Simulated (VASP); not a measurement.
# GaP (I-4m2) in VASP: single point with HSE06

Aim: the single point of GaP with HSE06.

Program: VASP 6.6.1. These are calculated values, not measurements. Logs are shortened: lines on timing, memory, paths and dates and some standing lists are left out, and cuts for length are marked.

## (1) The cell of the first run

The structure is tetragonal, space group I-4m2 (No. 119). Conventional cell: a = 3.912 Å, b = 3.912 Å, c = 5.382 Å, α = 90.00°, β = 90.00°, γ = 90.00°. Within 3.1 Å of Ga (site symmetry -4m2) lie 4 P at 2.37 Å. Within 3.1 Å of P (site symmetry -4m2) lie 4 Ga at 2.37 Å.

## (2) Single point, HSE06 (epitaxial xy strain +1.5%)

POSCAR

```
GaP
1.0
    0.0000000000      2.7662802841      2.6908860910
    2.7662802841      0.0000000000      2.6908860910
    2.7662802841      2.7662802841      0.0000000000
Ga P
1 1
Direct
    0.0000000000      0.0000000000      0.0000000000
    0.2500000000      0.2500000000      0.2500000000
```

INCAR.step1

```
PREC = Accurate ; ENCUT = 520
EDIFF = 1E-5 ; ISMEAR = 0
SIGMA = 0.01 ; LREAL = F
LASPH = T ; NELM = 60
ALGO = Normal ; ISIF = 2
LWAVE = T ; LCHARG = F
NBANDS = 16 ; GGA = PE
```

INCAR.step2

```
PREC = Accurate ; ENCUT = 520
EDIFF = 1E-7 ; ISMEAR = 0
SIGMA = 0.01 ; LREAL = F
LASPH = T ; NELM = 60
ALGO = Normal ; ISIF = 2
LWAVE = F ; LCHARG = F
GGA = PE ; LHFCALC = T
HFSCREEN = 0.2079 ; PRECFOCK = Normal
NBANDS = 16 ; ISTART = 1
```

KPOINTS

```
Automatic mesh
0
Gamma
  6 6 6
```

Potentials or basis: VASP PAW PBE potentials, release 64 (Ga_d, P).

Run with:

```bash
$ cat potpaw_PBE.64/Ga_d/POTCAR potpaw_PBE.64/P/POTCAR > POTCAR
$ cp INCAR.step1 INCAR
$ mpirun -np 1 vasp_std > vasp.out
$ cp INCAR.step2 INCAR
$ mpirun -np 1 vasp_std > vasp.out
```

OUTCAR:

```text
PREC = Accurate
   ENCUT = 520
   EDIFF = 1E-7
   ISMEAR = 0
   LREAL = F
   LASPH = T
   NELM = 60
   ISIF = 2
   GGA = PE
   LHFCALC = T
   HFSCREEN = 0.2079
   PRECFOCK = Normal
   ISTART = 1

 ion  position               nearest neighbor table
   1  0.000  0.000  0.000-   2 2.37   2 2.37   2 2.37   2 2.37
   2  0.250  0.250  0.250-   1 2.37   1 2.37   1 2.37   1 2.37

  LATTYP: Found a body centered tetragonal cell.
 ALAT       =     3.9121110951
 C/A-ratio  =     1.3756695685

  Lattice vectors:

 A1 = (   0.0000000000,  -2.7662802841,  -2.6908860910)
 A2 = (   0.0000000000,   2.7662802841,  -2.6908860910)
 A3 = (   2.7662802841,   0.0000000000,   2.6908860910)

Analysis of symmetry for initial positions (statically):
=====================================================================
 Subroutine PRICEL returns:
 Original cell was already a primitive cell.

 Routine SETGRP: Setting up the symmetry group for a
 body centered tetragonal supercell.

 Subroutine GETGRP returns: Found  8 space group operations
 (whereof  8 operations were pure point group operations)
 out of a pool of 16 trial point group operations.

The static configuration has the point symmetry D_2d.

Analysis of symmetry for dynamics (positions and initial velocities):
=====================================================================
 Subroutine PRICEL returns:
 Original cell was already a primitive cell.

 Routine SETGRP: Setting up the symmetry group for a
 body centered tetragonal supercell.

 Subroutine GETGRP returns: Found  8 space group operations
 (whereof  8 operations were pure point group operations)
 out of a pool of 16 trial point group operations.

The dynamic configuration has the point symmetry D_2d.

 Subroutine INISYM returns: Found  8 space group operations
 (whereof  8 operations are pure point group operations),
 and found     1 'primitive' translations

----------------------------------------------------------------------------------------

                                     Primitive cell

  volume of cell :      41.1830

  direct lattice vectors                    reciprocal lattice vectors
     0.000000000  2.766280284  2.690886091    -0.180748134  0.180748134  0.185812399
     2.766280284  0.000000000  2.690886091     0.180748134 -0.180748134  0.185812399
     2.766280284  2.766280284  0.000000000     0.180748134  0.180748134 -0.185812399

  length of vectors
     3.859167600  3.859167600  3.912111095     0.316015860  0.316015860  0.316015860

  position of ions in fractional coordinates (direct lattice)
     0.000000000  0.000000000  0.000000000
     0.250000000  0.250000000  0.250000000

  ion indices of the primitive-cell ions
   primitive index   ion index
                 1           1
                 2           2

----------------------------------------------------------------------------------------

 KPOINTS: Automatic mesh

Automatic generation of k-mesh.
 Grid dimensions read from file:
 generate k-points for:    6    6    6

 Generating k-lattice:

  Cartesian coordinates                     Fractional coordinates (reciprocal lattice)
    -0.030124689  0.030124689  0.030968733     0.166666667 -0.000000000  0.000000000
     0.030124689 -0.030124689  0.030968733    -0.000000000  0.166666667  0.000000000
     0.030124689  0.030124689 -0.030968733     0.000000000  0.000000000  0.166666667

  Length of vectors
     0.052669310  0.052669310  0.052669310

  Shift w.r.t. Gamma in fractional coordinates (k-lattice)
     0.000000000  0.000000000  0.000000000

 Subroutine IBZKPT returns following result:
 ===========================================

 Found     30 irreducible k-points:

 Following reciprocal coordinates:
            Coordinates               Weight
  0.000000  0.000000  0.000000      1.000000
  0.166667  0.000000  0.000000      8.000000
  0.333333  0.000000  0.000000      8.000000
  0.500000  0.000000  0.000000      4.000000
  0.166667  0.166667  0.000000      2.000000
  0.333333  0.166667  0.000000      8.000000
[... 16 lines left out ...]
  0.333333  0.000000  0.333333      4.000000
  0.500000  0.000000  0.333333     16.000000
 [... further k-points ...]
   k-points           NKPTS =     30   k-points in BZ     NKDIM =    216   number of bands    NBANDS=     16
   number of dos      NEDOS =    301   number of ions     NIONS =      2
   total plane-waves  NPLWV =  27000
   dimension x,y,z NGX =    30 NGY =   30 NGZ =   30
   dimension x,y,z NGXF=    60 NGYF=   60 NGZF=   60
   ions per type =               1   1
   NGX,Y,Z   is equivalent  to a cutoff of  12.92, 12.92, 12.75 a.u.
   NGXF,Y,Z  is equivalent  to a cutoff of  25.85, 25.85, 25.50 a.u.
 SYSTEM =  unknown system
   PREC   = accura    normal or accurate (medium, high low for compatibility)
   ISTART =      1    job   : 0-new  1-cont  2-samecut
   ICHARG =      0    charge: 1-file 2-atom 10-const
   ISPIN  =      1    spin polarized calculation?
   LNONCOLLINEAR =      F non collinear calculations
   LSORBIT =      F    spin-orbit coupling
   LASPH  =      T    aspherical Exc in radial PAW
   ENCUT  =  520.0 eV  38.22 Ry    6.18 a.u.   7.18  7.18  7.27*2*pi/ulx,y,z
   NELM   =     60;   NELMIN=  2; NELMDL=  0     # of ELM steps
   EDIFF  = 0.1E-06   stopping-criterion for ELM
   LREAL  =      F    real-space projection
   EDIFFG = 0.1E-05   stopping-criterion for IOM
   NSW    =      0    number of steps for IOM
   IBRION =     -1    ionic relax: 0-MD 1-quasi-New 2-CG
   NFREE  =      0    steps in history (QN), initial steepest desc. (CG)
   ISIF   =      2    stress and relaxation
   ISYM   =      3    0-nonsym 1-usesym 2-fastsym
   POTIM  = 0.5000    time-step for ionic-motion
   TEBEG  =    0.0;   TEEND  =   0.0 temperature during run
   PSTRESS=    0.0 pullay stress
   NELECT =      18.0000    total number of electrons
   NUPDOWN=      -1.0000    fix difference up-down
   EMIN   =  10.00;   EMAX   =-10.00  energy-range for DOS
   EFERMI =   0.00;   METHOD = LEGACY
   ISMEAR =     0;   SIGMA  =   0.01  broadening in eV -4-tet -1-fermi 0-gaus
   EFERMI_NEDOS =   21; number of points for ismear=-14 and -15
   IALGO  =     38    algorithm
   IMIX   =      1    mixing-type and parameters
     AMIX     =   0.40;   BMIX     =  1.00
     AMIX_MAG =   1.60;   BMIX_MAG =  1.00
  volume/ion in A,a.u.               =      20.59       138.96
  Fermi-wavevector in a.u.,A,eV,Ry     =   1.242395  2.347787 21.001217  1.543546
  Thomas-Fermi vector in A             =   2.376752
   LORBIT       =      0    0 simple, 1 ext, 2 COOP (PROOUT), +10 PAW based schemes
   GGA     = PE    functional components
   LHFCALC =     T    Hartree Fock is set to
   PRECFOCK=normal    Normal, Fast or Accurate (Low or Medium for compatibility)
   ENCUT4O =  -1.0   cutoff for four orbital integrals eV
   NKREDX  =     1    reduce k-point grid by
   NKREDY  =     1    reduce k-point grid by
   NKREDZ  =     1    reduce k-point grid by
   AEXX    =    0.2500 exact exchange contribution
   HFSCREEN=    0.2079 screening length (either q_TF or 0.3 A-1)
   HFSCREENC=   0.2079 screening length for correlation (either q_TF or 0.3 A-1)
   ENCUTFOCK=  -1.0 apply spherical cutoff to Coloumb kernel
   IVDW    =     0    specifies the selected vdW correction
   LEPSILON=     F    determine dielectric tensor
   LRPA    =     F    only Hartree local field effects (RPA)
 non-spin polarized calculation
 Gauss-broadening in eV      SIGMA  =   0.01
  energy-cutoff  :      520.00
  volume of cell :       41.18
 maximum number of plane-waves:      1122
 NGX is ok and might be reduce to    30
  NGX = 24; NGY = 24; NGZ = 24

 number of electron      17.9999999 magnetization

 Free energy of the ion-electron system (eV)
  ---------------------------------------------------
  ext. energy  EPLUGINS =         0.00000000
  ---------------------------------------------------
  free energy    TOTEN  =       -10.77397026 eV

  energy without entropy =      -10.77397026  energy(sigma->0) =      -10.77397026

 E-fermi :   4.2616     XC(G=0):  -8.0963

 val. band max:        4.1476705916   @ k =   0.0000   0.0000   0.0000
 cond. band min:       6.2469499280   @ k =   0.5000   0.5000   0.0000
 fundamental gap:      2.0992793364
 Fermi energy:         4.2616242697

 k-point     1 :       0.0000    0.0000    0.0000
  band No.  band energies     occupation
      1     -12.9947      2.00000
      2     -12.9947      2.00000
      3     -12.9867      2.00000
      4     -12.8993      2.00000
      5     -12.8930      2.00000
      6      -9.5988      2.00000
[... 8 lines left out ...]
     15      14.6546      0.00000
     16      15.1609      0.00000

 k-point     2 :       0.1667    0.0000    0.0000
  band No.  band energies     occupation
      1     -13.0061      2.00000
      2     -12.9878      2.00000
      3     -12.9823      2.00000
      4     -12.8996      2.00000
      5     -12.8926      2.00000
      6      -9.2251      2.00000
[... 8 lines left out ...]
     15      14.1547      0.00000
     16      15.1387      0.00000

 k-point     3 :       0.3333    0.0000    0.0000
  band No.  band energies     occupation
      1     -13.0323      2.00000
      2     -12.9763      2.00000
      3     -12.9716      2.00000
      4     -12.8980      2.00000
      5     -12.8892      2.00000
      6      -8.2258      2.00000
[... 8 lines left out ...]
     15      14.7995      0.00000
     16      14.9121      0.00000

 k-point     4 :       0.5000    0.0000    0.0000
  band No.  band energies     occupation
      1     -13.0451      2.00000
      2     -12.9721      2.00000
      3     -12.9674      2.00000
      4     -12.8958      2.00000
      5     -12.8861      2.00000
      6      -7.4291      2.00000
[... 8 lines left out ...]
     15      16.8333      0.00000
     16      17.1107      0.00000

 k-point     5 :       0.1667    0.1667    0.0000
  band No.  band energies     occupation
      1     -13.0128      2.00000
      2     -12.9808      2.00000
      3     -12.9808      2.00000
      4     -12.9059      2.00000
      5     -12.8881      2.00000
      6      -9.0839      2.00000
[... 8 lines left out ...]
     15      15.1406      0.00000
     16      16.0853      0.00000

 k-point     6 :       0.3333    0.1667    0.0000
  band No.  band energies     occupation
      1     -13.0357      2.00000
      2     -12.9691      2.00000
      3     -12.9679      2.00000
      4     -12.9098      2.00000
      5     -12.8839      2.00000
      6      -8.2653      2.00000
[... 8 lines left out ...]
     15      15.8907      0.00000
     16      16.7608      0.00000
[... 267 lines left out ...]
 k-point    21 :      -0.1667    0.3333    0.1667
  band No.  band energies     occupation
      1     -13.0524      2.00000
      2     -12.9613      2.00000
      3     -12.9525      2.00000
      4     -12.9070      2.00000
      5     -12.8880      2.00000
      6      -7.4236      2.00000
[... 8 lines left out ...]
     15      16.8190      0.00000
     16      18.4565      0.00000

 k-point    22 :      -0.3333    0.5000    0.1667
  band No.  band energies     occupation
      1     -13.0656      2.00000
      2     -12.9532      2.00000
      3     -12.9395      2.00000
      4     -12.9194      2.00000
      5     -12.8804      2.00000
      6      -6.3635      2.00000
[... 8 lines left out ...]
     15      17.3070      0.00000
     16      18.9915      0.00000

 k-point    23 :       0.3333    0.0000    0.3333
  band No.  band energies     occupation
      1     -13.0609      2.00000
      2     -12.9511      2.00000
      3     -12.9484      2.00000
      4     -12.9146      2.00000
      5     -12.8845      2.00000
      6      -7.7556      2.00000
[... 8 lines left out ...]
     15      16.7130      0.00000
     16      19.6036      0.00000

 k-point    24 :       0.5000    0.0000    0.3333
  band No.  band energies     occupation
      1     -13.0679      2.00000
      2     -12.9475      2.00000
      3     -12.9427      2.00000
      4     -12.9144      2.00000
      5     -12.8844      2.00000
      6      -6.8591      2.00000
[... 8 lines left out ...]
     15      17.2213      0.00000
     16      18.5971      0.00000

 [... further k-points ...]

------------------------ aborting loop because EDIFF is reached ----------------------------------------

  FORCE on cell =-STRESS in cart. coord.  units (eV):
  Direction    XX          YY          ZZ          XY          YZ          ZX
  --------------------------------------------------------------------------------------
  -------------------------------------------------------------------------------------
  Total       -0.4309924     -0.4309924      0.1211541      0.0000000      0.0000000      0.0000000
  in kB      -16.7672773    -16.7672773      4.7133650      0.0000000      0.0000000      0.0000000
  external PRESSURE =      -9.6070632 kB  Pullay stress =       0.0000000 kB

 VOLUME and BASIS-vectors are now :
 -----------------------------------------------------------------------------
  energy-cutoff  :      520.00
  volume of cell :       41.18
      direct lattice vectors                 reciprocal lattice vectors
     0.000000000  2.766280284  2.690886091    -0.180748134  0.180748134  0.185812399
     2.766280284  0.000000000  2.690886091     0.180748134 -0.180748134  0.185812399
     2.766280284  2.766280284  0.000000000     0.180748134  0.180748134 -0.185812399

 POSITION                                       TOTAL-FORCE (eV/Angst)
 -----------------------------------------------------------------------------------
      0.00000      0.00000      0.00000        -0.000000     -0.000000     -0.000000
      1.38314      1.38314      1.34544         0.000000      0.000000      0.000000
 -----------------------------------------------------------------------------------
    total drift:                                0.000002      0.000001     -0.000002

  FREE ENERGIE OF THE ION-ELECTRON SYSTEM (eV)
  ---------------------------------------------------
  free  energy   TOTEN  =       -10.7739702610 eV

  energy  without entropy=      -10.7739702610  energy(sigma->0) =      -10.77397026
```

Wall time 2.2 h (1 thread of Intel Xeon Platinum 8259CL at 2.50GHz (Skylake/Cascade Lake), shared host); peak memory 0.3 GiB.

What came out:

```
Free energy            : -10.7740 eV
Pressure               : -1.0 GPa
Band gap on the k mesh : 2.10 eV (least direct gap 2.53 eV)
```

Stress tensor (GPa, compression positive):
```
-1.68  0.00  0.00
 0.00 -1.68  0.00
 0.00  0.00  0.47
```

Caveat: the cell differs from its parent crystal (epitaxial xy strain +1.5%); the PAW data sets were made with another functional, which shifts forces and pressure a little.
